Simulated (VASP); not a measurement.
# Cd (R-3m) in VASP: settings compared, part 2 of 2

VASP 6.6.1. The steps go on from the part before.

## 3. Single point, PBE, collinear spin, zero start

This run uses another cell than the first one, of 21.94 Å³/atom.

INCAR reads:

```
SYSTEM = Cd
PREC = Accurate
ENCUT = 520
EDIFF = 1E-7
ISMEAR = -1
SIGMA = 0.1
LREAL = .False.
LASPH = .True.
NELM = 150
ALGO = Normal
ISIF = 2
LWAVE = .False.
LCHARG = .False.
ISPIN = 2
MAGMOM = 0
LORBIT = 11
GGA = PE
NBANDS = 16
```

KPOINTS reads:

```
Automatic mesh
0
Gamma
  10 10 10
  0 0 0
```

POSCAR reads:

```
Cd
1.0
    1.6080291515      0.9283960635      2.4492874100
   -1.6080291515      0.9283960635      2.4492874100
    0.0000000000     -1.8567921270      2.4492874100
Cd
1
Direct
    0.0000000000      0.0000000000      0.0000000000
```

Potentials or basis: VASP PAW PBE potentials, release 64 (Cd).

Launch:

```bash
$ cat potpaw_PBE.64/Cd/POTCAR > POTCAR
$ mpirun -np 1 vasp_std > vasp.out
```

Run time: 33 s. Hardware: 1 thread of Intel Xeon Platinum 8259CL at 2.50GHz (Skylake/Cascade Lake), shared host; peak memory 0.19 GiB.

It converged, with:

```
Free energy                                           : -0.7408 eV
Pressure                                              : 2.3 GPa
Band gap on the k mesh                                : zero (filled and empty bands overlap)
Net moment                                            : 0.00 μB per cell
Valence electrons inside the program's atomic spheres : Cd 10.31
```

Stress tensor (GPa, compression positive):
```
2.13 0.00 0.00
0.00 2.13 0.00
0.00 0.00 2.73
```

Levels at points of the mesh, in eV from the Fermi level:
Spin up:
| k point | band 4 | band 5 | band 6 | band 7 | band 8 | band 9 |
| --- | --- | --- | --- | --- | --- | --- |
| (0.00, 0.00, 0.00) | -8.74 | -8.68 | -8.68 | 13.47 | 14.13 | 14.13 |
| (0.50, 0.00, 0.00) | -8.41 | -8.28 | -2.43 | -1.61 | 12.46 | 12.55 |
| (0.50, 0.50, 0.00) | -8.24 | -8.20 | -0.80 | 1.37 | 6.03 | 7.56 |
| (0.50, 0.50, 0.50) | -8.27 | -8.27 | -1.93 | -0.47 | 11.47 | 11.47 |
Spin down:
```
           k point  band 3  band 4  band 5  band 6  band 7  band 8  band 9  band 10
(0.00, 0.00, 0.00)   -9.03   -8.74   -8.68   -8.68   13.47   14.13   14.13    16.97
(0.50, 0.00, 0.00)   -9.00   -8.41   -8.28   -2.43   -1.61   12.46   12.55    13.99
(0.50, 0.50, 0.00)   -8.38   -8.24   -8.20   -0.80    1.37    6.03    7.56    10.30
(0.50, 0.50, 0.50)   -9.16   -8.27   -8.27   -1.93   -0.47   11.47   11.47    12.36
```

## 4. Single point, PBE

This run uses another cell than the first one, of 21.94 Å³/atom.

INCAR reads:

```
SYSTEM = Cd
PREC = Accurate
ENCUT = 520
EDIFF = 1E-6
ISMEAR = 1
SIGMA = 0.1
LREAL = .FALSE.
LASPH = .TRUE.
NELM = 60
ALGO = Normal
ISIF = 2
LWAVE = .FALSE.
LCHARG = .FALSE.
GGA = PE
NBANDS = 12
```

KPOINTS reads:

```
regular mesh
0
G
  9 9 9
  0 0 0
```

POSCAR is that of step 3.

Launch:

```bash
$ cat potpaw_PBE.64/Cd/POTCAR > POTCAR
$ mpirun -np 1 vasp_std > vasp.out
```

It took 5.2 s on 1 thread of Intel Xeon 6975P-C (Granite Rapids), shared host; peak memory 0.15 GiB.

It converged, with:

* Free energy: -0.7304 eV
* Pressure: 2.6 GPa
* Band gap on the k mesh: zero (bands 6 and 7 overlap by 1.93 eV)

Stress tensor (GPa, compression positive):
```
2.52 0.00 0.00
0.00 2.52 0.00
0.00 0.00 2.70
```

Levels at points of the mesh, in eV from the Fermi level:
```csv
k point,band 3,band 4,band 5,band 6,band 7,band 8,band 9,band 10
"(0.00, 0.00, 0.00)",-9.08,-8.80,-8.73,-8.73,13.41,14.07,14.07,16.91
```

## 5. Single point, PBE

This run uses another cell than the first one, of 21.94 Å³/atom.

INCAR reads:

```
PREC = Accurate ; ENCUT = 520
EDIFF = 1E-6 ; ISMEAR = 1
SIGMA = 0.1 ; LREAL = F
LASPH = T ; NELM = 60
ALGO = Normal ; ISIF = 2
LWAVE = F ; LCHARG = F
GGA = PE ; NBANDS = 12
```

KPOINTS reads:

```
regular mesh
0
Gamma
  9 9 9
```

POSCAR is that of step 4.

Potentials or basis: VASP PAW PBE potentials, release 64 (Cd).

Launch:

```bash
$ cat potpaw_PBE.64/Cd/POTCAR > POTCAR
$ mpirun -np 1 vasp_std > vasp.out
```

OUTCAR:

```text
PREC = Accurate
   ENCUT = 520
   EDIFF = 1E-6
   ISMEAR = 1
   LREAL = F
   LASPH = T
   NELM = 60
   ISIF = 2
   GGA = PE

 ion  position               nearest neighbor table
   1  0.000  0.000  0.000-

  LATTYP: Found a trigonal (rhomboedric) cell.
 ALAT       =     3.0735461310
 COS(alpha) =     0.4525576903

  Lattice vectors:

 A1 = (   1.6080291515,   0.9283960635,   2.4492874100)
[... 538 lines left out ...]
     10      13.1635      0.00000
     11      14.6826      0.00000
     12      29.0886      0.00000

 [... further k-points ...]

------------------------ aborting loop because EDIFF is reached ----------------------------------------

  FORCE on cell =-STRESS in cart. coord.  units (eV):
  Direction    XX          YY          ZZ          XY          YZ          ZX
  --------------------------------------------------------------------------------------
  -------------------------------------------------------------------------------------
  Total        0.3455541      0.3455541      0.3702664     -0.0000000     -0.0000000      0.0000000
  in kB       25.2352994     25.2352994     27.0400010     -0.0000000     -0.0000000      0.0000000
  external PRESSURE =      25.8368666 kB  Pullay stress =       0.0000000 kB

 VOLUME and BASIS-vectors are now :
 -----------------------------------------------------------------------------
  energy-cutoff  :      520.00
  volume of cell :       21.94
      direct lattice vectors                 reciprocal lattice vectors
     1.608029152  0.928396064  2.449287410     0.310939637  0.179521083  0.136094005
    -1.608029152  0.928396064  2.449287410    -0.310939637  0.179521083  0.136094005
     0.000000000 -1.856792127  2.449287410     0.000000000 -0.359042166  0.136094005

 POSITION                                       TOTAL-FORCE (eV/Angst)
 -----------------------------------------------------------------------------------
      0.00000      0.00000      0.00000         0.000000     -0.000000     -0.000000
 -----------------------------------------------------------------------------------
    total drift:                                0.000000     -0.000000      0.000000

  FREE ENERGIE OF THE ION-ELECTRON SYSTEM (eV)
  ---------------------------------------------------
  free  energy   TOTEN  =        -0.7304380343 eV

  energy  without entropy=       -0.7307632409  energy(sigma->0) =       -0.73054644
```

stdout:

```text
POSCAR found type information on POSCAR Cd
 POSCAR found :  1 types and       1 ions
 scaLAPACK will be used
 LDA part: xc-table for (Slater+PW92), standard interpolation
 POSCAR, INCAR and KPOINTS ok, starting setup
 FFT: planning ... GRIDC
 FFT: planning ... GRID_SOFT
 FFT: planning ... GRID
 WAVECAR not read
 entering main loop
```

Run time: 5.2 s. Hardware: 1 thread of Intel Xeon 6975P-C (Granite Rapids), shared host; peak memory 0.15 GiB.

What came out:

* Free energy: -0.7304 eV
* Pressure: 2.6 GPa
* Band gap on the k mesh: zero (bands 6 and 7 overlap by 1.93 eV)

Levels at points of the mesh, in eV from the Fermi level:
```csv
k point,band 4,band 5,band 6,band 7,band 8,band 9
"(0.00, 0.00, 0.00)",-8.80,-8.73,-8.73,13.41,14.07,14.07
```

## 6. Single point, r2SCAN

This run uses another cell than the first one, of 21.94 Å³/atom.

POSCAR is that of step 5.

INCAR.step1 reads:

```
PREC = Accurate ; ENCUT = 520
ISMEAR = 1 ; SIGMA = 0.1
LREAL = False ; LASPH = True
NELM = 80 ; NBANDS = 12
GGA = PE ; ALGO = Normal
EDIFF = 1E-4 ; LWAVE = True
LCHARG = False
```

INCAR.step2 reads:

```
PREC = Accurate ; ENCUT = 520
EDIFF = 1E-7 ; ISMEAR = 1
SIGMA = 0.1 ; LREAL = False
LASPH = True ; NELM = 80
ALGO = Normal ; ISIF = 2
LWAVE = False ; LCHARG = False
METAGGA = R2SCAN ; LMIXTAU = True
NBANDS = 12 ; ISTART = 1
```

KPOINTS is that of step 5.

Potentials or basis: VASP PAW PBE potentials, release 64 (Cd).

Launch:

```bash
$ cat potpaw_PBE.64/Cd/POTCAR > POTCAR
$ cp INCAR.step1 INCAR
$ mpirun -np 1 vasp_std > vasp.out
$ cp INCAR.step2 INCAR
$ mpirun -np 1 vasp_std > vasp.out
```

It took 26 s on 1 thread of Intel Xeon 6975P-C (Granite Rapids), shared host; peak memory 0.15 GiB.

Results (log left out):

```yaml
Free_energy: -20.0739 eV
Pressure: 0.3 GPa
Band_gap_on_the_k_mesh: zero (bands 6 and 7 overlap by 1.94 eV)
```

Stress tensor (GPa, compression positive):
```
0.37 0.00 0.00
0.00 0.37 0.00
0.00 0.00 0.19
```

Levels at points of the mesh, in eV from the Fermi level:
```csv
k point,band 4,band 5,band 6,band 7,band 8,band 9
"(0.00, 0.00, 0.00)",-9.20,-9.20,-9.17,13.93,14.74,14.74
```

Caveat: the PAW data sets were made with another functional, which shifts forces and pressure a little.

## 7. The runs side by side

| level | spin | cell | k mesh | cutoff (eV) | smearing | grid for exact exchange (PRECFOCK) | share of exact exchange | gap on the mesh (eV) | pressure (GPa) |
| --- | --- | --- | --- | --- | --- | --- | --- | --- | --- |
| PBE0 | off | a = 3.220 Å, angles 63.1°, 1 atom | 7 × 7 × 7 | 400 | methfessel-paxton 0.05 eV | Normal | 0.25 | none | -6.0 |
| PBE | collinear, zero start | a = 3.074 Å, angles 63.1°, 1 atom | 10 × 10 × 10 | 520 | fermi-dirac 0.1 eV | - | - | none | 2.3 |
| PBE | off | a = 3.074 Å, angles 63.1°, 1 atom | 9 × 9 × 9 | 520 | methfessel-paxton 0.1 eV | - | - | none | 2.6 |
| r2SCAN | off | a = 3.074 Å, angles 63.1°, 1 atom | 9 × 9 × 9 | 520 | methfessel-paxton 0.1 eV | - | - | none | 0.3 |

Alike in all rows: task single point; potentials or basis VASP PAW PBE potentials, release 64 (Cd).

Caveats: the PAW data sets were made with another functional, which shifts forces and pressure a little (at least some runs); the cell stands under tension (at least some runs).

Absolute energies hang on the potentials; compare differences alone.
